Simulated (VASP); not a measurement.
# TaN: vibrations by perturbation theory with PBEsol

TaN:

```
Ta N
1.0
     0.00000    2.10934    2.10934
     2.10934    0.00000    2.10934
     2.10934    2.10934    0.00000
Ta N
1 1
Direct
  0.50000 0.50000 0.50000
  0.00000 0.00000 0.00000
```

* Program: VASP 6.6.1
* Task: vibrations by perturbation theory
* Functional: PBEsol
* Potentials or basis: VASP PAW PBE potentials, release 64 (Ta_pv, N)
* Cutoff: 520 eV
* k mesh: 18 × 18 × 18
* Occupations: fermi-dirac, width 0.15 eV
* Spin: no spin polarisation
* Dipole correction: no
* Further INCAR settings: ALGO = Normal; EDIFF = 1e-08; NBANDS = 15; IBRION = 8; NSW = 1

- Highest phonon frequency at Γ, LO-TO splitting left out: 554 cm⁻¹

Phonon frequencies in cm⁻¹ (negative: imaginary):
| q point | frequencies |
| --- | --- |
| (0.000, 0.000, 0.000) | 0 0 0 554 554 554 |

Run time: 10 min on 1 thread of AMD EPYC 7R13, with other jobs on the host, peak memory 0.37 GiB.

Caveat: the cell wasn't relaxed at this level first, which shifts response properties.
